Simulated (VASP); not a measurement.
# BP (F-43m) in VASP: a series of runs, part 2 of 2

VASP 6.6.1.

## (5) Relaxation of cell and atoms, HF

Contents of POSCAR:

```
BP
1.0
    0.0000000000      2.2690000000      2.2690000000
    2.2690000000      0.0000000000      2.2690000000
    2.2690000000      2.2690000000      0.0000000000
P B
1 1
Direct
    0.7500000000      0.7500000000      0.7500000000
    0.0000000000      0.0000000000      0.0000000000
```

Contents of INCAR.step1:

```
SYSTEM = BP
ALGO = Normal
EDIFF = 1E-5
ENCUT = 600
GGA = PE
ISMEAR = -1
LASPH = .True.
LCHARG = .False.
LREAL = .False.
LWAVE = .True.
NBANDS = 11
NELM = 80
PREC = Accurate
SIGMA = 0.05
```

Contents of INCAR.step2:

```
SYSTEM = BP
AEXX = 1.0
AGGAC = 0.0
ALDAC = 0.0
ALGO = Normal
EDIFF = 1E-6
EDIFFG = -0.01
ENCUT = 600
GGA = PE
IBRION = 2
ISIF = 3
ISMEAR = -1
ISTART = 1
LASPH = .True.
LCHARG = .False.
LHFCALC = .True.
LREAL = .False.
LWAVE = .False.
NELM = 80
NSW = 60
PREC = Accurate
PRECFOCK = Normal
SIGMA = 0.05
```

Contents of KPOINTS:

```
k-points
0
Gamma
  5 5 5
  0 0 0
```

The run is started by

```bash
> cat potpaw_PBE.64/P/POTCAR potpaw_PBE.64/B/POTCAR > POTCAR
> cp INCAR.step1 INCAR
> mpirun -np 1 vasp_std > vasp.out
> cp INCAR.step2 INCAR
> mpirun -np 1 vasp_std > vasp.out
```

It took 4.2 min on 1 thread of Intel Xeon 6975P-C (Granite Rapids), shared host; peak memory 0.15 GiB.

Results (log left out):

| Quantity | Value |
| --- | --- |
| Free energy | -21.4857 eV |
| Relaxed volume | 11.93 Å³/atom |
| Relaxed cell | a = 3.232 Å, b = 3.232 Å, c = 3.232 Å, α = 60.00°, β = 60.00°, γ = 60.00° |
| Space group after relaxing (to 0.05 Å) | F-43m (No. 216) |
| Energy gained by relaxing | 3.0 meV/atom |
| Ionic steps | 3 |
| Pressure after relaxing | 0.0 GPa |
| Band gap on the k mesh | 8.08 eV, indirect (least direct gap 10.90 eV) |

Step by step:
| step | energy change (eV) | largest force (eV/Å) | pressure (GPa) | volume (Å³) |
| --- | --- | --- | --- | --- |
| 1 | 0.0000 | 0.0000 | 3.84 | 23.36 |
| 2 | -0.0011 | 0.0000 | -3.27 | 24.32 |
| 3 | -0.0059 | 0.0000 | -0.02 | 23.86 |

Final structure:
```cif
data_structure
_symmetry_space_group_name_H-M 'P 1'
_symmetry_Int_Tables_number 1
_cell_length_a 3.2316
_cell_length_b 3.2316
_cell_length_c 3.2316
_cell_angle_alpha 60.000
_cell_angle_beta 60.000
_cell_angle_gamma 60.000
_cell_volume 23.86
loop_
_atom_site_label
_atom_site_type_symbol
_atom_site_fract_x
_atom_site_fract_y
_atom_site_fract_z
_atom_site_occupancy
P1 P 0.75000 0.75000 0.75000 1
B1 B 0.00000 0.00000 0.00000 1
```

Levels at points of the mesh, in eV from the valence-band top:
| k point | band 1 | band 2 | band 3 | band 4 | band 5 | band 6 | band 7 | band 8 |
| --- | --- | --- | --- | --- | --- | --- | --- | --- |
| (0.00, 0.00, 0.00) | -21.35 | 0.00 | 0.00 | 0.00 | 10.90 | 10.90 | 10.90 | 16.03 |

Caveat: the k points lie up to 0.48 Å⁻¹ apart in the final cell; the PAW data sets were made with another functional, which shifts forces and pressure a little. A k mesh can miss the band edges.

## (6) Single point, PBEsol

Contents of INCAR:

```
ALGO = Normal
EDIFF = 1E-6
ENCUT = 500
GGA = PS
GGA_COMPAT = F
ISIF = 2
ISMEAR = 1
LASPH = T
LCHARG = F
LREAL = F
LWAVE = F
NBANDS = 11
NELM = 120
PREC = Accurate
SIGMA = 0.05
```

Contents of KPOINTS:

```
k-points
0
Gamma
  7 7 7
```

POSCAR is that of step 5.

Potentials or basis: VASP PAW PBE potentials, release 64 (P, B).

The run is started by

```bash
> cat potpaw_PBE.64/P/POTCAR potpaw_PBE.64/B/POTCAR > POTCAR
> mpirun -np 1 vasp_std > vasp.out
```

OUTCAR:

```text
EDIFF = 1E-6
   ENCUT = 500
   GGA = PS
   ISIF = 2
   ISMEAR = 1
   LASPH = T
   LREAL = F
   NELM = 120
   PREC = Accurate

 ion  position               nearest neighbor table
   1  0.750  0.750  0.750-   2 1.97   2 1.97   2 1.97   2 1.97
   2  0.000  0.000  0.000-   1 1.97   1 1.97   1 1.97   1 1.97

  LATTYP: Found a face centered cubic cell.
 ALAT       =     4.5380000000

  Lattice vectors:

 A1 = (   0.0000000000,   2.2690000000,   2.2690000000)
 A2 = (   2.2690000000,   0.0000000000,   2.2690000000)
 A3 = (   2.2690000000,   2.2690000000,   0.0000000000)

Analysis of symmetry for initial positions (statically):
=====================================================================
 Subroutine PRICEL returns:
 Original cell was already a primitive cell.

 Routine SETGRP: Setting up the symmetry group for a
 face centered cubic supercell.

 Subroutine GETGRP returns: Found 24 space group operations
 (whereof 24 operations were pure point group operations)
 out of a pool of 48 trial point group operations.

The static configuration has the point symmetry T_d .

Analysis of symmetry for dynamics (positions and initial velocities):
[... 166 lines left out ...]
      4       7.4080      2.00000
      5      10.7636      0.00000
      6      10.7636      0.00000
      7      10.7636      0.00000
      8      14.7508      0.00000
      9      18.6492      0.00000
     10      19.5280      0.00000
     11      19.5280      0.00000
[... 253 lines left out ...]
 k-point    20 :      -0.2857    0.4286    0.1429
  band No.  band energies     occupation
      1      -3.1797      2.00000
      2      -0.5949      2.00000
      3       1.1972      2.00000
      4       2.9215      2.00000
      5      11.3530      0.00000
      6      14.1769      0.00000
      7      15.3669      0.00000
      8      15.8186      0.00000
      9      19.3108      0.00000
     10      21.9808      0.00000
     11      25.0354      0.00000

------------------------ aborting loop because EDIFF is reached ----------------------------------------

  FORCE on cell =-STRESS in cart. coord.  units (eV):
  Direction    XX          YY          ZZ          XY          YZ          ZX
  --------------------------------------------------------------------------------------
  -------------------------------------------------------------------------------------
  Total       -0.2629979     -0.2629979     -0.2629979     -0.0000000     -0.0000000     -0.0000000
  in kB      -18.0355511    -18.0355511    -18.0355511     -0.0000000     -0.0000000     -0.0000000
  external PRESSURE =     -18.0355511 kB  Pullay stress =       0.0000000 kB

 VOLUME and BASIS-vectors are now :
 -----------------------------------------------------------------------------
  energy-cutoff  :      500.00
  volume of cell :       23.36
      direct lattice vectors                 reciprocal lattice vectors
     0.000000000  2.269000000  2.269000000    -0.220361393  0.220361393  0.220361393
     2.269000000  0.000000000  2.269000000     0.220361393 -0.220361393  0.220361393
     2.269000000  2.269000000  0.000000000     0.220361393  0.220361393 -0.220361393

 POSITION                                       TOTAL-FORCE (eV/Angst)
 -----------------------------------------------------------------------------------
      3.40350      3.40350      3.40350        -0.000000      0.000000      0.000000
      0.00000      0.00000      0.00000         0.000000     -0.000000     -0.000000
 -----------------------------------------------------------------------------------
    total drift:                               -0.000000     -0.000000     -0.000000

  FREE ENERGIE OF THE ION-ELECTRON SYSTEM (eV)
  ---------------------------------------------------
  free  energy   TOTEN  =       -13.6657448511 eV

  energy  without entropy=      -13.6657702063  energy(sigma->0) =      -13.66575330
```

stdout:

```text
POSCAR found type information on POSCAR P B
 POSCAR found :  2 types and       2 ions
 scaLAPACK will be used
 -----------------------------------------------------------------------------
|                                                                             |
|                                                                             |
|     You enforced a specific xc type in the INCAR file but a different       |
|     I HOPE YOU KNOW WHAT YOU ARE DOING!                                     |
|                                                                             |
 -----------------------------------------------------------------------------

 LDA part: xc-table for (Slater+PW92), standard interpolation
 POSCAR, INCAR and KPOINTS ok, starting setup
 FFT: planning ... GRIDC
 FFT: planning ... GRID_SOFT
 FFT: planning ... GRID
 WAVECAR not read
 entering main loop
```

Run time: 2.1 s. Hardware: 1 thread of Intel Xeon 6975P-C (Granite Rapids), shared host; peak memory 0.13 GiB.

Results:

```
Free energy            : -13.6657 eV
Pressure               : -1.8 GPa
Band gap on the k mesh : 1.13 eV, indirect (least direct gap 3.36 eV)
```

Caveat: the PAW data sets were made with another functional, which shifts forces and pressure a little.

## (7) Overview

```tsv
task	level	cell	k mesh	cutoff (eV)	smearing	grid for exact exchange (PRECFOCK)	share of exact exchange	screening parameter	gap on the mesh (eV)	pressure (GPa)	relaxed volume (Å³/atom)
single point	PBEsol-based global hybrid	a = 3.209 Å, angles 60.0°, 2 atoms	5 × 5 × 5	520	fermi-dirac 0.05 eV	Normal	0.25	-	2.65	-3.8	-
single point	HF	a = 3.243 Å, angles 60.0°, 2 atoms	5 × 5 × 5	520	fermi-dirac 0.05 eV	Normal	-	-	8.08	-1.8	-
relaxation of cell and atoms	HSE06	relaxed from a = 3.209 Å, angles 60.0°, 2 atoms	5 × 5 × 5	600	fermi-dirac 0.05 eV	Normal	-	0.2079 1/Å	1.96	0.0	11.56
relaxation of cell and atoms	HF	relaxed from a = 3.209 Å, angles 60.0°, 2 atoms	5 × 5 × 5	600	fermi-dirac 0.05 eV	Normal	-	-	8.08	0.0	11.93
single point	PBEsol	a = 3.209 Å, angles 60.0°, 2 atoms	7 × 7 × 7	500	methfessel-paxton 0.05 eV	-	-	-	1.13	-1.8	-
```

Alike in all rows: potentials or basis VASP PAW PBE potentials, release 64 (P, B); no spin polarisation.

Caveats: some runs use coarse meshes; the PAW data sets were made with another functional, which shifts forces and pressure a little.

Total energies depend on the potentials used, so only differences within one code and one set of settings carry meaning.
